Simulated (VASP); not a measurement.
# Ni3Hg in VASP: notebook

The runs below take Ni3Hg through single point, with PBEsol.

Program: VASP 6.6.1. These are calculated values, not measurements. Logs are shortened: lines on timing, memory, paths and dates and some standing lists are left out, and cuts for length are marked.

## 1. The cell of the first run

Symmetry: Pm-3m, No. 221, cubic system. The conventional cell has a = 3.745 Å, b = 3.745 Å, c = 3.745 Å, α = 90.00°, β = 90.00°, γ = 90.00°. Ni (site symmetry 4/mmm) has 8 Ni at 2.65 Å and 4 Hg at 2.65 Å within 3.5 Å. Hg (site symmetry m-3m) has 12 Ni at 2.65 Å within 3.5 Å.

## 2. Single point, PBEsol, collinear spin, ferromagnetic start

INCAR

```
SYSTEM = Ni3Hg
PREC = Accurate ; ENCUT = 520
EDIFF = 1E-7 ; ISMEAR = -1
SIGMA = 0.1 ; LREAL = .False.
LASPH = .True. ; NELM = 150
ALGO = Normal ; ISIF = 2
LWAVE = .False. ; LCHARG = .False.
ISPIN = 2 ; MAGMOM = 2 2 2 0
LORBIT = 11 ; LMAXMIX = 4
GGA = PS ; NBANDS = 33
```

KPOINTS

```
Automatic mesh
0
Gamma
  6 6 6
  0 0 0
```

POSCAR

```
Ni3Hg
1.0
    3.7449110000      0.0000000000      0.0000000000
    0.0000000000      3.7449110000      0.0000000000
    0.0000000000      0.0000000000      3.7449110000
Ni Hg
3 1
Direct
    0.0000000000      0.5000000000      0.5000000000
    0.5000000000      0.0000000000      0.5000000000
    0.5000000000      0.5000000000      0.0000000000
    0.0000000000      0.0000000000      0.0000000000
```

Potentials or basis: VASP PAW PBE potentials, release 64 (Ni, Hg).

Launch:

```bash
$ cat potpaw_PBE.64/Ni/POTCAR potpaw_PBE.64/Hg/POTCAR > POTCAR
$ mpirun -np 1 vasp_std > vasp.out
```

OUTCAR:

```text
SYSTEM = Ni3Hg
   PREC = Accurate
   ENCUT = 520
   EDIFF = 1E-7
   ISMEAR = -1
   LREAL = .False.
   LASPH = .True.
   NELM = 150
   ISIF = 2
   ISPIN = 2
   LORBIT = 11
   GGA = PS

 ion  position               nearest neighbor table
   1  0.000  0.500  0.500-   2 2.65   3 2.65   4 2.65   3 2.65   4 2.65   2 2.65   4 2.65   4 2.65
                             2 2.65   3 2.65   3 2.65   2 2.65
   2  0.500  0.000  0.500-   1 2.65   3 2.65   4 2.65   3 2.65   4 2.65   1 2.65   3 2.65   3 2.65
                             1 2.65   4 2.65   4 2.65   1 2.65
   3  0.500  0.500  0.000-   1 2.65   2 2.65   4 2.65   1 2.65   2 2.65   2 2.65   4 2.65   2 2.65
                             1 2.65   4 2.65   1 2.65   4 2.65
   4  0.000  0.000  0.000-   1 2.65   2 2.65   3 2.65   1 2.65   2 2.65   1 2.65   3 2.65   1 2.65
                             2 2.65   3 2.65   2 2.65   3 2.65

  LATTYP: Found a simple cubic cell.
 ALAT       =     3.7449110000

  Lattice vectors:

 A1 = (   3.7449110000,   0.0000000000,   0.0000000000)
 A2 = (   0.0000000000,   3.7449110000,   0.0000000000)
 A3 = (   0.0000000000,   0.0000000000,   3.7449110000)

Analysis of symmetry for initial positions (statically):
=====================================================================
 Subroutine PRICEL returns:
 Original cell was already a primitive cell.

 Routine SETGRP: Setting up the symmetry group for a
 simple cubic supercell.

 Subroutine GETGRP returns: Found 48 space group operations
 (whereof 48 operations were pure point group operations)
 out of a pool of 48 trial point group operations.

The static configuration has the point symmetry O_h .

Analysis of symmetry for dynamics (positions and initial velocities):
=====================================================================
 Subroutine PRICEL returns:
 Original cell was already a primitive cell.

 Routine SETGRP: Setting up the symmetry group for a
 simple cubic supercell.

 Subroutine GETGRP returns: Found 48 space group operations
 (whereof 48 operations were pure point group operations)
 out of a pool of 48 trial point group operations.

The dynamic configuration has the point symmetry O_h .

Analysis of structural, dynamic, and magnetic symmetry:
=====================================================================
 Subroutine PRICEL returns:
 Original cell was already a primitive cell.

 Routine SETGRP: Setting up the symmetry group for a
 simple cubic supercell.

 Subroutine GETGRP returns: Found 48 space group operations
 (whereof 48 operations were pure point group operations)
 out of a pool of 48 trial point group operations.

The overall configuration has the point symmetry O_h .

 Subroutine INISYM returns: Found 48 space group operations
 (whereof 48 operations are pure point group operations),
 and found     1 'primitive' translations

----------------------------------------------------------------------------------------

                                     Primitive cell

  volume of cell :      52.5200

  direct lattice vectors                    reciprocal lattice vectors
     3.744911000  0.000000000  0.000000000     0.267029043  0.000000000  0.000000000
     0.000000000  3.744911000  0.000000000     0.000000000  0.267029043  0.000000000
     0.000000000  0.000000000  3.744911000     0.000000000  0.000000000  0.267029043

  length of vectors
     3.744911000  3.744911000  3.744911000     0.267029043  0.267029043  0.267029043

  position of ions in fractional coordinates (direct lattice)
     0.000000000  0.500000000  0.500000000
     0.500000000  0.000000000  0.500000000
     0.500000000  0.500000000  0.000000000
     0.000000000  0.000000000  0.000000000

  ion indices of the primitive-cell ions
   primitive index   ion index
                 1           1
                 2           2
                 3           3
                 4           4

----------------------------------------------------------------------------------------

 KPOINTS: Automatic mesh

Automatic generation of k-mesh.
 Grid dimensions read from file:
 generate k-points for:    6    6    6

 Generating k-lattice:

  Cartesian coordinates                     Fractional coordinates (reciprocal lattice)
     0.044504840  0.000000000  0.000000000     0.166666667  0.000000000  0.000000000
     0.000000000  0.044504840  0.000000000     0.000000000  0.166666667  0.000000000
     0.000000000  0.000000000  0.044504840     0.000000000  0.000000000  0.166666667

  Length of vectors
     0.044504840  0.044504840  0.044504840

  Shift w.r.t. Gamma in fractional coordinates (k-lattice)
     0.000000000  0.000000000  0.000000000

 Subroutine IBZKPT returns following result:
 ===========================================

 Found     20 irreducible k-points:

 Following reciprocal coordinates:
            Coordinates               Weight
  0.000000  0.000000  0.000000      1.000000
  0.166667  0.000000  0.000000      6.000000
  0.333333  0.000000  0.000000      6.000000
  0.500000  0.000000  0.000000      3.000000
  0.166667  0.166667  0.000000     12.000000
  0.333333  0.166667  0.000000     24.000000
[... 12 lines left out ...]
  0.500000  0.500000  0.333333      6.000000
  0.500000  0.500000  0.500000      1.000000
   k-points           NKPTS =     20   k-points in BZ     NKDIM =     20   number of bands    NBANDS=     33
   number of dos      NEDOS =    301   number of ions     NIONS =      4
   total plane-waves  NPLWV =  21952
   dimension x,y,z NGX =    28 NGY =   28 NGZ =   28
   dimension x,y,z NGXF=    56 NGYF=   56 NGZF=   56
   ions per type =               3   1
   NGX,Y,Z   is equivalent  to a cutoff of  12.43, 12.43, 12.43 a.u.
   NGXF,Y,Z  is equivalent  to a cutoff of  24.86, 24.86, 24.86 a.u.
 SYSTEM =  Ni3Hg
   PREC   = accura    normal or accurate (medium, high low for compatibility)
   ISTART =      0    job   : 0-new  1-cont  2-samecut
   ICHARG =      2    charge: 1-file 2-atom 10-const
   ISPIN  =      2    spin polarized calculation?
   LNONCOLLINEAR =      F non collinear calculations
   LSORBIT =      F    spin-orbit coupling
   LASPH  =      T    aspherical Exc in radial PAW
   ENCUT  =  520.0 eV  38.22 Ry    6.18 a.u.   6.96  6.96  6.96*2*pi/ulx,y,z
   NELM   =    150;   NELMIN=  2; NELMDL= -5     # of ELM steps
   EDIFF  = 0.1E-06   stopping-criterion for ELM
   LREAL  =      F    real-space projection
   EDIFFG = 0.1E-05   stopping-criterion for IOM
   NSW    =      0    number of steps for IOM
   IBRION =     -1    ionic relax: 0-MD 1-quasi-New 2-CG
   NFREE  =      0    steps in history (QN), initial steepest desc. (CG)
   ISIF   =      2    stress and relaxation
   ISYM   =      2    0-nonsym 1-usesym 2-fastsym
   POTIM  = 0.5000    time-step for ionic-motion
   TEBEG  =    0.0;   TEEND  =   0.0 temperature during run
   PSTRESS=    0.0 pullay stress
   NELECT =      42.0000    total number of electrons
   NUPDOWN=      -1.0000    fix difference up-down
   EMIN   =  10.00;   EMAX   =-10.00  energy-range for DOS
   EFERMI =   0.00;   METHOD = LEGACY
   ISMEAR =    -1;   SIGMA  =   0.10  broadening in eV -4-tet -1-fermi 0-gaus
   EFERMI_NEDOS =   21; number of points for ismear=-14 and -15
   IALGO  =     38    algorithm
   IMIX   =      4    mixing-type and parameters
     AMIX     =   0.40;   BMIX     =  1.00
     AMIX_MAG =   1.60;   BMIX_MAG =  1.00
  volume/ion in A,a.u.               =      13.13        88.61
  Fermi-wavevector in a.u.,A,eV,Ry     =   1.519555  2.871543 31.416498  2.309047
  Thomas-Fermi vector in A             =   2.628525
   LORBIT       =     11    0 simple, 1 ext, 2 COOP (PROOUT), +10 PAW based schemes
   GGA     = PS    functional components
   LHFCALC =     F    Hartree Fock is set to
   AEXX    =    0.0000 exact exchange contribution
   IVDW    =     0    specifies the selected vdW correction
   LEPSILON=     F    determine dielectric tensor
   LRPA    =     F    only Hartree local field effects (RPA)
 spin polarized calculation
  energy-cutoff  :      520.00
  volume of cell :       52.52
 maximum number of plane-waves:      1434
 NGX is ok and might be reduce to    28
   NGX = 13   NGY = 13   NGZ = 13

 number of electron      41.9999926 magnetization       1.0571401

 Free energy of the ion-electron system (eV)
  ---------------------------------------------------
  ext. energy  EPLUGINS =         0.00000000
  ---------------------------------------------------
  free energy    TOTEN  =       -18.33967237 eV

  energy without entropy =      -18.16055273  energy(sigma->0) =      -18.25011255

 E-fermi :   7.0684     XC(G=0): -12.9217

 val. band max:        7.0291836982   @ k =   0.5000   0.3333   0.1667
 cond. band min:       7.0768964032   @ k =   0.5000   0.5000   0.3333
 fundamental gap:      0.0477127050
 Fermi energy:         7.0684303243

 spin component 1

 k-point     1 :       0.0000    0.0000    0.0000
  band No.  band energies     occupation
      1      -2.6529      1.00000
      2      -1.0476      1.00000
      3      -1.0476      1.00000
      4      -0.4485      1.00000
      5      -0.4485      1.00000
      6      -0.4485      1.00000
[... 25 lines left out ...]
     32      19.8989      0.00000
     33      19.8989      0.00000

 k-point     2 :       0.1667    0.0000    0.0000
  band No.  band energies     occupation
      1      -2.3325      1.00000
      2      -0.9844      1.00000
      3      -0.8942      1.00000
      4      -0.4297      1.00000
      5      -0.4297      1.00000
      6      -0.4230      1.00000
[... 25 lines left out ...]
     32      19.9665      0.00000
     33      19.9665      0.00000
[... 610 lines left out ...]
     32      25.0507      0.00000
     33      26.3512      0.00000

 k-point    20 :       0.5000    0.5000    0.5000
  band No.  band energies     occupation
      1      -0.9983      1.00000
      2      -0.9983      1.00000
      3      -0.9983      1.00000
      4       0.1547      1.00000
      5       0.1547      1.00000
      6       1.5834      1.00000
[... 25 lines left out ...]
     32      26.5770      0.00000
     33      26.9336      0.00000
 Fermi energy:         7.0684303243

 spin component 2

 k-point     1 :       0.0000    0.0000    0.0000
  band No.  band energies     occupation
      1      -2.6568      1.00000
      2      -1.0374      1.00000
      3      -1.0374      1.00000
      4      -0.4334      1.00000
      5      -0.4334      1.00000
      6      -0.4334      1.00000
[... 25 lines left out ...]
     32      19.8968      0.00000
     33      19.8968      0.00000

 k-point     2 :       0.1667    0.0000    0.0000
  band No.  band energies     occupation
      1      -2.3364      1.00000
      2      -0.9760      1.00000
      3      -0.8852      1.00000
      4      -0.4182      1.00000
      5      -0.4182      1.00000
      6      -0.4091      1.00000
[... 25 lines left out ...]
     32      19.9835      0.00000
     33      19.9835      0.00000
[... 610 lines left out ...]
     32      25.0323      0.00000
     33      26.3595      0.00000

 k-point    20 :       0.5000    0.5000    0.5000
  band No.  band energies     occupation
      1      -0.9871      1.00000
      2      -0.9871      1.00000
      3      -0.9871      1.00000
      4       0.1588      1.00000
      5       0.1588      1.00000
      6       1.6760      1.00000
[... 25 lines left out ...]
     32      26.5278      0.00000
     33      26.9821      0.00000

------------------------ aborting loop because EDIFF is reached ----------------------------------------

  FORCE on cell =-STRESS in cart. coord.  units (eV):
  Direction    XX          YY          ZZ          XY          YZ          ZX
  --------------------------------------------------------------------------------------
  -------------------------------------------------------------------------------------
  Total       -2.0414829     -2.0414829     -2.0414829      0.0000000      0.0000000     -0.0000000
  in kB      -62.2775937    -62.2775937    -62.2775937      0.0000000      0.0000000     -0.0000000
  external PRESSURE =     -62.2775937 kB  Pullay stress =       0.0000000 kB

 VOLUME and BASIS-vectors are now :
 -----------------------------------------------------------------------------
  energy-cutoff  :      520.00
  volume of cell :       52.52
      direct lattice vectors                 reciprocal lattice vectors
     3.744911000  0.000000000  0.000000000     0.267029043  0.000000000  0.000000000
     0.000000000  3.744911000  0.000000000     0.000000000  0.267029043  0.000000000
     0.000000000  0.000000000  3.744911000     0.000000000  0.000000000  0.267029043

 POSITION                                       TOTAL-FORCE (eV/Angst)
 -----------------------------------------------------------------------------------
      0.00000      1.87246      1.87246         0.000000      0.000000      0.000000
      1.87246      0.00000      1.87246         0.000000      0.000000      0.000000
      1.87246      1.87246      0.00000         0.000000      0.000000      0.000000
      0.00000      0.00000      0.00000         0.000000      0.000000      0.000000
 -----------------------------------------------------------------------------------
    total drift:                                0.000000      0.000000      0.000000

  FREE ENERGIE OF THE ION-ELECTRON SYSTEM (eV)
  ---------------------------------------------------
  free  energy   TOTEN  =       -18.3396723665 eV

  energy  without entropy=      -18.1605527251  energy(sigma->0) =      -18.25011255

 total charge

# of ion       s       p       d       tot
------------------------------------------
    1        0.418   0.392   8.371   9.181
    2        0.418   0.392   8.371   9.181
    3        0.418   0.392   8.371   9.181
    4        0.812   0.651   9.266  10.729
--------------------------------------------------
tot          2.067   1.826  34.380  38.272

 magnetization (x)

# of ion       s       p       d       tot
------------------------------------------
    1       -0.002  -0.006   0.372   0.365
    2       -0.002  -0.006   0.372   0.365
    3       -0.002  -0.006   0.372   0.365
    4       -0.000  -0.015   0.004  -0.011
--------------------------------------------------
tot         -0.005  -0.031   1.120   1.084
```

Run time: 2.1 min. Hardware: 1 thread of Intel Xeon 8259CL, shared host; peak memory 0.2 GiB.

What came out:

| Quantity | Value |
| --- | --- |
| Free energy | -18.3397 eV |
| Pressure | -6.2 GPa |
| Net moment | 1.06 μB per cell |
| Site moments | Ni +0.36; Hg -0.01 μB |
| Valence electrons inside the program's atomic spheres | Ni 9.18; Hg 10.73 |

Caveat: the cell stands under tension; the PAW data sets were made with another functional, which shifts forces and pressure a little; spin-orbit coupling is left out, which moves the levels of the heavy elements.

## 3. Single point, PBEsol, collinear spin, ferromagnetic start

INCAR

```
  ALGO = Normal
  EDIFF = 1E-7
  ENCUT = 520
  GGA = PS
  ISIF = 2
  ISMEAR = -1
  ISPIN = 2
  LASPH = T
  LCHARG = F
  LMAXMIX = 4
  LORBIT = 11
  LREAL = F
  LWAVE = F
  MAGMOM = 2 2 2 0
  NBANDS = 33
  NELM = 150
  PREC = Accurate
  SIGMA = 0.1
```

KPOINTS

```
k-points
0
Gamma
  6 6 6
```

Edit POSCAR of step 2 so:

```diff
@@ -8,3 +8,3 @@
 Direct
-    0.0000000000      0.5000000000      0.5000000000
+   -0.0053405809      0.5000000000      0.5000000000
     0.5000000000      0.0000000000      0.5000000000
```

Potentials or basis: VASP PAW PBE potentials, release 64 (Ni, Hg).

Launch:

```bash
$ cat potpaw_PBE.64/Ni/POTCAR potpaw_PBE.64/Hg/POTCAR > POTCAR
$ mpirun -np 1 vasp_std > vasp.out
```

Run time: 4.1 min. Hardware: 1 thread of Intel Xeon 8259CL, shared host; peak memory 0.24 GiB.

The run converged. Its results:

* Free energy: -18.3392 eV
* Pressure: -6.3 GPa
* Largest force: 0.047 eV/Å
* Net moment: 1.06 μB per cell
* Site moments: Ni +0.36; Hg -0.01 μB
* Valence electrons inside the program's atomic spheres: Ni 9.18; Hg 10.73

Forces in eV/Å, atoms in the order of the input:
```
Ni   0.047  0.000  0.000
Ni  -0.030  0.000  0.000
Ni  -0.030  0.000  0.000
Hg   0.012  0.000  0.000
```

Levels at points of the mesh, in eV from the Fermi level:
Spin up:
```
           k point  band 19  band 20  band 21  band 22  band 23  band 24  band 25  band 26
(0.00, 0.00, 0.00)    -0.21    -0.21    -0.21     1.42     1.42     1.42     6.19     8.00
(0.50, 0.00, 0.00)    -1.00    -0.78    -0.57    -0.21     6.03     6.03     6.92     6.92
(0.00, 0.50, 0.00)    -1.00    -0.78    -0.57    -0.21     6.03     6.03     6.92     6.92
(0.50, 0.50, 0.00)    -0.96    -0.93     0.06     0.37     0.67     0.67     9.59     9.69
(0.00, 0.50, 0.50)    -0.96    -0.93     0.06     0.37     0.67     0.67     9.59     9.69
(0.50, 0.50, 0.50)    -0.70    -0.70    -0.34    -0.34    -0.34    -0.30     2.55     4.68
```
Spin down:
| k point | band 18 | band 19 | band 20 | band 21 | band 22 | band 23 |
| --- | --- | --- | --- | --- | --- | --- |
| (0.00, 0.00, 0.00) | 0.05 | 0.28 | 0.28 | 0.28 | 1.42 | 1.42 |
| (0.50, 0.00, 0.00) | -0.74 | -0.67 | -0.48 | -0.24 | 0.29 | 6.13 |
| (0.00, 0.50, 0.00) | -0.73 | -0.67 | -0.48 | -0.24 | 0.29 | 6.13 |
| (0.50, 0.50, 0.00) | -0.89 | -0.64 | -0.47 | 0.33 | 0.54 | 1.04 |
| (0.00, 0.50, 0.50) | -0.89 | -0.64 | -0.47 | 0.33 | 0.54 | 1.04 |
| (0.50, 0.50, 0.50) | -0.43 | -0.38 | -0.38 | -0.31 | 0.11 | 0.11 |

Caveat: the cell stands under tension; the PAW data sets were made with another functional, which shifts forces and pressure a little; spin-orbit coupling is left out, which moves the levels of the heavy elements.

## 4. Single point, PBEsol, collinear spin, ferromagnetic start

INCAR

```
PREC = Accurate
ENCUT = 520
EDIFF = 1E-6
ISMEAR = -1
SIGMA = 0.1
LREAL = False
LASPH = True
NELM = 150
ALGO = Normal
ISIF = 2
LWAVE = False
LCHARG = True
ISPIN = 2
MAGMOM = 2 2 2 0
LORBIT = 11
LMAXMIX = 4
GGA = PS
LELF = True
LVHAR = True
NBANDS = 33
```

KPOINTS

```
Automatic mesh
0
Gamma
  6 6 6
```

Edit POSCAR of step 3 so:

```diff
@@ -8,3 +8,3 @@
 Direct
-   -0.0053405809      0.5000000000      0.5000000000
+   -0.0026702904      0.5000000000      0.5000000000
     0.5000000000      0.0000000000      0.5000000000
```

Launch:

```bash
$ cat potpaw_PBE.64/Ni/POTCAR potpaw_PBE.64/Hg/POTCAR > POTCAR
$ mpirun -np 1 vasp_std > vasp.out
```

Run time: 5 min. Hardware: 1 thread of Intel Xeon 8259CL, shared host; peak memory 0.24 GiB.

The run converged. Its results:

```yaml
Free_energy: -18.3396 eV
Pressure: -6.2 GPa
Largest_force: 0.023 eV/Å
Net_moment: 1.06 μB per cell
Site_moments: Ni +0.36; Hg -0.01 μB
Valence_electrons_inside_the_program's_atomic_spheres: Ni 9.18; Hg 10.73
```

Forces in eV/Å, atoms in the order of the input:
```
Ni   0.023  0.000  0.000
Ni  -0.015  0.000  0.000
Ni  -0.015  0.000  0.000
Hg   0.006  0.000  0.000
```

Levels at points of the mesh, in eV from the Fermi level:
Spin up:
```
           k point  band 18  band 19  band 20  band 21  band 22  band 23  band 24  band 25  band 26  band 27
(0.00, 0.00, 0.00)    -0.33    -0.21    -0.21    -0.21     1.42     1.42     1.42     6.19     8.01     8.01
(0.50, 0.00, 0.00)    -1.06    -1.00    -0.78    -0.57    -0.21     6.03     6.03     6.92     6.92     7.59
(0.00, 0.50, 0.00)    -1.06    -1.00    -0.78    -0.57    -0.21     6.03     6.03     6.92     6.92     7.59
(0.50, 0.50, 0.00)    -1.20    -0.96    -0.93     0.06     0.37     0.67     0.67     9.59     9.69    10.28
(0.00, 0.50, 0.50)    -1.20    -0.96    -0.93     0.06     0.37     0.67     0.67     9.59     9.69    10.28
(0.50, 0.50, 0.50)    -0.74    -0.70    -0.70    -0.34    -0.34    -0.34    -0.30     2.55     4.68     4.68
```
Spin down:
```tsv
k point	band 17	band 18	band 19	band 20	band 21	band 22	band 23	band 24
(0.00, 0.00, 0.00)	-0.21	0.05	0.28	0.28	0.28	1.42	1.42	1.42
(0.50, 0.00, 0.00)	-0.74	-0.74	-0.67	-0.48	-0.24	0.29	6.13	6.13
(0.00, 0.50, 0.00)	-0.74	-0.74	-0.67	-0.48	-0.24	0.29	6.13	6.13
(0.50, 0.50, 0.00)	-0.89	-0.89	-0.64	-0.47	0.33	0.54	1.04	1.04
(0.00, 0.50, 0.50)	-0.89	-0.89	-0.64	-0.47	0.33	0.54	1.04	1.04
(0.50, 0.50, 0.50)	-0.43	-0.43	-0.38	-0.38	-0.31	0.11	0.11	0.11
```

Caveat: the cell stands under tension; the PAW data sets were made with another functional, which shifts forces and pressure a little; spin-orbit coupling is left out, which moves the levels of the heavy elements.

[end of part 1 of 2]
